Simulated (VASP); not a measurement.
# Hf (Pm-3m) in VASP: notebook

Runs on Hf. Level: revPBE. Tasks: single point.

All numbers are computed with VASP 6.6.1; they aren't measurements. Logs are shortened: lines on timing, memory, paths and dates and some standing lists are left out, and cuts for length are marked.

## Step 1: The cell of the first run

The structure is cubic, space group Pm-3m (No. 221). Conventional cell: a = 2.901 Å, b = 2.901 Å, c = 2.901 Å, α = 90.00°, β = 90.00°, γ = 90.00°. Within 3.8 Å of Hf (site symmetry m-3m) lie 6 Hf at 2.90 Å.

## Step 2: Single point, revPBE (volume scaled by 0.96)

INCAR

```
ALGO = Normal
EDIFF = 1E-6
ENCUT = 520
GGA = RE
ISIF = 2
ISMEAR = -1
LASPH = T
LCHARG = F
LREAL = F
LWAVE = F
NBANDS = 11
NELM = 60
PREC = Accurate
SIGMA = 0.1
```

KPOINTS

```
k-points
0
Gamma
  12 12 12
```

POSCAR

```
Hf
1.0
    2.9006055617      0.0000000000      0.0000000000
    0.0000000000      2.9006055617      0.0000000000
    0.0000000000      0.0000000000      2.9006055617
Hf
1
Direct
    0.0000000000      0.0000000000      0.0000000000
```

Potentials or basis: VASP PAW PBE potentials, release 64 (Hf_pv).

Command:

```sh
> cat potpaw_PBE.64/Hf_pv/POTCAR > POTCAR
> mpirun -np 1 vasp_std > vasp.out
```

OUTCAR:

```text
EDIFF = 1E-6
   ENCUT = 520
   GGA = RE
   ISIF = 2
   ISMEAR = -1
   LASPH = T
   LREAL = F
   NELM = 60
   PREC = Accurate

 ion  position               nearest neighbor table
   1  0.000  0.000  0.000-

  LATTYP: Found a simple cubic cell.
 ALAT       =     2.9006055617

  Lattice vectors:

 A1 = (   2.9006055617,   0.0000000000,   0.0000000000)
 A2 = (   0.0000000000,   2.9006055617,   0.0000000000)
 A3 = (   0.0000000000,   0.0000000000,   2.9006055617)

Analysis of symmetry for initial positions (statically):
=====================================================================
 Subroutine PRICEL returns:
 Original cell was already a primitive cell.

 Routine SETGRP: Setting up the symmetry group for a
 simple cubic supercell.

 Subroutine GETGRP returns: Found 48 space group operations
 (whereof 48 operations were pure point group operations)
 out of a pool of 48 trial point group operations.

The static configuration has the point symmetry O_h .

Analysis of symmetry for dynamics (positions and initial velocities):
=====================================================================
 Subroutine PRICEL returns:
 Original cell was already a primitive cell.

 Routine SETGRP: Setting up the symmetry group for a
 simple cubic supercell.

 Subroutine GETGRP returns: Found 48 space group operations
 (whereof 48 operations were pure point group operations)
 out of a pool of 48 trial point group operations.

The dynamic configuration has the point symmetry O_h .

 Subroutine INISYM returns: Found 48 space group operations
 (whereof 48 operations are pure point group operations),
 and found     1 'primitive' translations

----------------------------------------------------------------------------------------

                                     Primitive cell

  volume of cell :      24.4043

  direct lattice vectors                    reciprocal lattice vectors
     2.900605562  0.000000000  0.000000000     0.344755596  0.000000000  0.000000000
     0.000000000  2.900605562  0.000000000     0.000000000  0.344755596  0.000000000
     0.000000000  0.000000000  2.900605562     0.000000000  0.000000000  0.344755596

  length of vectors
     2.900605562  2.900605562  2.900605562     0.344755596  0.344755596  0.344755596

  position of ions in fractional coordinates (direct lattice)
     0.000000000  0.000000000  0.000000000

  ion indices of the primitive-cell ions
   primitive index   ion index
                 1           1

----------------------------------------------------------------------------------------

 KPOINTS: k-points

Automatic generation of k-mesh.
 Grid dimensions read from file:
 generate k-points for:   12   12   12

 Generating k-lattice:

  Cartesian coordinates                     Fractional coordinates (reciprocal lattice)
     0.028729633  0.000000000  0.000000000     0.083333333  0.000000000  0.000000000
     0.000000000  0.028729633  0.000000000     0.000000000  0.083333333  0.000000000
     0.000000000  0.000000000  0.028729633     0.000000000  0.000000000  0.083333333

  Length of vectors
     0.028729633  0.028729633  0.028729633

  Shift w.r.t. Gamma in fractional coordinates (k-lattice)
     0.000000000  0.000000000  0.000000000

 Subroutine IBZKPT returns following result:
 ===========================================

 Found     84 irreducible k-points:

 Following reciprocal coordinates:
            Coordinates               Weight
  0.000000  0.000000  0.000000      1.000000
  0.083333  0.000000  0.000000      6.000000
  0.166667  0.000000  0.000000      6.000000
  0.250000  0.000000  0.000000      6.000000
  0.333333  0.000000  0.000000      6.000000
  0.416667  0.000000  0.000000      6.000000
[... 16 lines left out ...]
  0.333333  0.333333  0.000000     12.000000
  0.416667  0.333333  0.000000     24.000000
 [... further k-points ...]
   k-points           NKPTS =     84   k-points in BZ     NKDIM =     84   number of bands    NBANDS=     11
   number of dos      NEDOS =    301   number of ions     NIONS =      1
   total plane-waves  NPLWV =  13824
   dimension x,y,z NGX =    24 NGY =   24 NGZ =   24
   dimension x,y,z NGXF=    48 NGYF=   48 NGZF=   48
   ions per type =               1
   NGX,Y,Z   is equivalent  to a cutoff of  13.76, 13.76, 13.76 a.u.
   NGXF,Y,Z  is equivalent  to a cutoff of  27.51, 27.51, 27.51 a.u.
 SYSTEM =  unknown system
   PREC   = accura    normal or accurate (medium, high low for compatibility)
   ISTART =      0    job   : 0-new  1-cont  2-samecut
   ICHARG =      2    charge: 1-file 2-atom 10-const
   ISPIN  =      1    spin polarized calculation?
   LNONCOLLINEAR =      F non collinear calculations
   LSORBIT =      F    spin-orbit coupling
   LASPH  =      T    aspherical Exc in radial PAW
   ENCUT  =  520.0 eV  38.22 Ry    6.18 a.u.   5.39  5.39  5.39*2*pi/ulx,y,z
   NELM   =     60;   NELMIN=  2; NELMDL= -5     # of ELM steps
   EDIFF  = 0.1E-05   stopping-criterion for ELM
   LREAL  =      F    real-space projection
   EDIFFG = 0.1E-04   stopping-criterion for IOM
   NSW    =      0    number of steps for IOM
   IBRION =     -1    ionic relax: 0-MD 1-quasi-New 2-CG
   NFREE  =      0    steps in history (QN), initial steepest desc. (CG)
   ISIF   =      2    stress and relaxation
   ISYM   =      2    0-nonsym 1-usesym 2-fastsym
   POTIM  = 0.5000    time-step for ionic-motion
   TEBEG  =    0.0;   TEEND  =   0.0 temperature during run
   PSTRESS=    0.0 pullay stress
   NELECT =      10.0000    total number of electrons
   NUPDOWN=      -1.0000    fix difference up-down
   EMIN   =  10.00;   EMAX   =-10.00  energy-range for DOS
   EFERMI =   0.00;   METHOD = LEGACY
   ISMEAR =    -1;   SIGMA  =   0.10  broadening in eV -4-tet -1-fermi 0-gaus
   EFERMI_NEDOS =   21; number of points for ismear=-14 and -15
   IALGO  =     38    algorithm
   IMIX   =      4    mixing-type and parameters
     AMIX     =   0.40;   BMIX     =  1.00
     AMIX_MAG =   1.60;   BMIX_MAG =  1.00
  volume/ion in A,a.u.               =      24.40       164.69
  Fermi-wavevector in a.u.,A,eV,Ry     =   1.215961  2.297832 20.117031  1.478560
  Thomas-Fermi vector in A             =   2.351330
   LORBIT       =      0    0 simple, 1 ext, 2 COOP (PROOUT), +10 PAW based schemes
   GGA     = RE    functional components
   LHFCALC =     F    Hartree Fock is set to
   AEXX    =    0.0000 exact exchange contribution
   IVDW    =     0    specifies the selected vdW correction
   LEPSILON=     F    determine dielectric tensor
   LRPA    =     F    only Hartree local field effects (RPA)
 non-spin polarized calculation
  energy-cutoff  :      520.00
  volume of cell :       24.40
 maximum number of plane-waves:       691
 NGX is ok and might be reduce to    24
   NGX = 11   NGY = 11   NGZ = 11

 number of electron      10.0000003 magnetization

 Free energy of the ion-electron system (eV)
  ---------------------------------------------------
  ext. energy  EPLUGINS =         0.00000000
  ---------------------------------------------------
  free energy    TOTEN  =        -8.51663651 eV

  energy without entropy =       -8.46145853  energy(sigma->0) =       -8.48904752

 E-fermi :   3.9818     XC(G=0): -10.7549

 val. band max:        3.9457424409   @ k =   0.5000   0.3333   0.1667
 cond. band min:       4.0340010181   @ k =   0.4167   0.0000   0.0000
 fundamental gap:      0.0882585772
 Fermi energy:         3.9818141326

 k-point     1 :       0.0000    0.0000    0.0000
  band No.  band energies     occupation
      1     -25.9941      2.00000
      2     -25.9941      2.00000
      3     -25.9941      2.00000
      4      -2.5494      2.00000
      5       2.5331      2.00000
      6       2.5331      2.00000
      7      10.5519      0.00000
      8      10.5519      0.00000
      9      10.5520      0.00000
     10      16.9374      0.00000
     11      16.9374      0.00000

 k-point     2 :       0.0833    0.0000    0.0000
  band No.  band energies     occupation
      1     -26.0628      2.00000
      2     -25.9884      2.00000
      3     -25.9884      2.00000
      4      -2.3653      2.00000
      5       2.5869      2.00000
      6       2.7044      1.99999
      7      10.1779      0.00000
      8      10.1779      0.00000
      9      10.5761      0.00000
     10      15.9732      0.00000
     11      17.1524      0.00000

 k-point     3 :       0.1667    0.0000    0.0000
  band No.  band energies     occupation
      1     -26.2468      2.00000
      2     -25.9728      2.00000
      3     -25.9728      2.00000
      4      -1.8537      2.00000
      5       2.7385      1.99999
      6       3.1737      1.99938
      7       9.3425      0.00000
      8       9.3425      0.00000
      9      10.6424      0.00000
     10      14.3586      0.00000
     11      17.1530      0.00000

 k-point     4 :       0.2500    0.0000    0.0000
  band No.  band energies     occupation
      1     -26.4900      2.00000
      2     -25.9514      2.00000
      3     -25.9514      2.00000
      4      -1.1155      2.00000
      5       2.9579      1.99993
      6       3.7631      1.79815
      7       8.4492      0.00000
      8       8.4492      0.00000
      9      10.7350      0.00000
     10      13.1030      0.00000
     11      17.1533      0.00000

 k-point     5 :       0.3333    0.0000    0.0000
  band No.  band energies     occupation
      1     -26.7246      2.00000
      2     -25.9299      2.00000
      3     -25.9299      2.00000
      4      -0.2783      2.00000
      5       3.1941      1.99924
      6       4.1214      0.39695
      7       7.7164      0.00000
      8       7.7164      0.00000
      9      10.8298      0.00000
     10      12.6917      0.00000
     11      17.1534      0.00000
[... 211 lines left out ...]
 k-point    21 :       0.4167    0.2500    0.0000
  band No.  band energies     occupation
      1     -26.8278      2.00000
      2     -26.3871      2.00000
      3     -25.8733      2.00000
      4       1.6402      2.00000
      5       2.8396      1.99998
      6       5.1915      0.00001
      7       7.4611      0.00000
      8       7.5890      0.00000
      9       9.0804      0.00000
     10      13.5444      0.00000
     11      17.0302      0.00000

 k-point    22 :       0.5000    0.2500    0.0000
  band No.  band energies     occupation
      1     -26.8864      2.00000
      2     -26.3797      2.00000
      3     -25.8676      2.00000
      4       2.2730      2.00000
      5       2.2829      2.00000
      6       5.1788      0.00001
      7       7.4359      0.00000
      8       7.7623      0.00000
      9       9.1200      0.00000
     10      13.5512      0.00000
     11      17.1327      0.00000

 k-point    23 :       0.3333    0.3333    0.0000
  band No.  band energies     occupation
      1     -26.6448      2.00000
      2     -26.6236      2.00000
      3     -25.8680      2.00000
      4       1.4069      2.00000
      5       2.9635      1.99992
      6       6.4047      0.00000
      7       6.6812      0.00000
      8       8.0918      0.00000
      9       8.3951      0.00000
     10      13.8447      0.00000
     11      15.7614      0.00000

 k-point    24 :       0.4167    0.3333    0.0000
  band No.  band energies     occupation
      1     -26.7957      2.00000
      2     -26.6116      2.00000
      3     -25.8528      2.00000
      4       1.6169      2.00000
      5       2.8424      1.99998
      6       6.5488      0.00000
      7       7.6531      0.00000
      8       7.7735      0.00000
      9       8.3931      0.00000
     10      13.4243      0.00000
     11      16.3496      0.00000

 [... further k-points ...]

------------------------ aborting loop because EDIFF is reached ----------------------------------------

  FORCE on cell =-STRESS in cart. coord.  units (eV):
  Direction    XX          YY          ZZ          XY          YZ          ZX
  --------------------------------------------------------------------------------------
  -------------------------------------------------------------------------------------
  Total        0.4395004      0.4395004      0.4395004     -0.0000000      0.0000000     -0.0000000
  in kB       28.8538567     28.8538567     28.8538567     -0.0000000      0.0000000     -0.0000000
  external PRESSURE =      28.8538567 kB  Pullay stress =       0.0000000 kB

 VOLUME and BASIS-vectors are now :
 -----------------------------------------------------------------------------
  energy-cutoff  :      520.00
  volume of cell :       24.40
      direct lattice vectors                 reciprocal lattice vectors
     2.900605562  0.000000000  0.000000000     0.344755596  0.000000000  0.000000000
     0.000000000  2.900605562  0.000000000     0.000000000  0.344755596  0.000000000
     0.000000000  0.000000000  2.900605562     0.000000000  0.000000000  0.344755596

 POSITION                                       TOTAL-FORCE (eV/Angst)
 -----------------------------------------------------------------------------------
      0.00000      0.00000      0.00000         0.000000      0.000000      0.000000
 -----------------------------------------------------------------------------------
    total drift:                                0.000000      0.000000      0.000000

  FREE ENERGIE OF THE ION-ELECTRON SYSTEM (eV)
  ---------------------------------------------------
  free  energy   TOTEN  =        -8.5166365102 eV

  energy  without entropy=       -8.4614585316  energy(sigma->0) =       -8.48904752
```

It used 8.3 s of CPU time on 1 thread of Intel Xeon 6975P-C, with other jobs on the host.

Results:

```yaml
Free_energy: -8.5166 eV
Pressure: 2.9 GPa
Band_gap_on_the_k_mesh: zero (band 5 reaches 4.89 eV, above the bottom of band 6 at 2.53 eV)
```

Caveat: the cell differs from its parent crystal (volume scaled by 0.96); the PAW data sets were made with another functional, which shifts forces and pressure a little; spin-orbit coupling is left out, which moves the levels of the heavy elements.

## Step 3: Single point, revPBE

This run uses another cell than the first one, of 25.42 Å³/atom, 1.042 times its volume.

INCAR

```
ALGO     = Normal         # electronic algorithm
EDIFF    = 1E-6           # SCF threshold, eV
ENCUT    = 520            # plane-wave cutoff, eV
GGA      = RE             # functional
ISIF     = 2              # what is computed and relaxed
ISMEAR   = -1             # smearing method
LASPH    = True           # aspherical terms in the spheres
LCHARG   = True           # write CHGCAR
LELF     = True           # ELF
LREAL    = False          # projectors in reciprocal space
LVHAR    = True         
LWAVE    = False          # write WAVECAR
NBANDS   = 11             # bands
NELM     = 100            # most SCF steps
PREC     = Accurate       # precision mode
SIGMA    = 0.1            # smearing width, eV
```

KPOINTS is that of step 2.

POSCAR

```
Hf
1.0
    2.9403448226      0.0000000000      0.0000000000
    0.0000000000      2.9403448226      0.0000000000
    0.0000000000      0.0000000000      2.9403448226
Hf
1
Direct
    0.0000000000      0.0000000000      0.0000000000
```

Potentials or basis: VASP PAW PBE potentials, release 64 (Hf_pv).

Command:

```sh
> cat potpaw_PBE.64/Hf_pv/POTCAR > POTCAR
> mpirun -np 1 vasp_std > vasp.out
```

It used 9.7 s of CPU time on 1 thread of Intel Xeon 6975P-C (shared host).

Results (log left out):

```yaml
Free_energy: -8.5250 eV
Pressure: -0.2 GPa
Band_gap_on_the_k_mesh: zero (band 5 reaches 4.60 eV, above the bottom of band 6 at 2.37 eV)
```

Levels at points of the mesh, in eV from the Fermi level:
```
           k point  band 2  band 3  band 4  band 5  band 6  band 7  band 8  band 9
(0.00, 0.00, 0.00)  -30.11  -30.11   -6.41   -1.35   -1.35    6.29    6.29    6.29
(0.50, 0.00, 0.00)  -30.03  -30.03   -3.12   -0.48   -0.16    3.02    3.02    6.64
(0.50, 0.50, 0.00)  -30.84  -29.96   -2.71   -0.63    3.72    3.72    4.24    4.24
(0.50, 0.50, 0.50)  -30.73  -30.73   -1.19   -1.19   -1.19    6.85    8.63    8.63
```

Caveat: the PAW data sets were made with another functional, which shifts forces and pressure a little; spin-orbit coupling is left out, which moves the levels of the heavy elements.
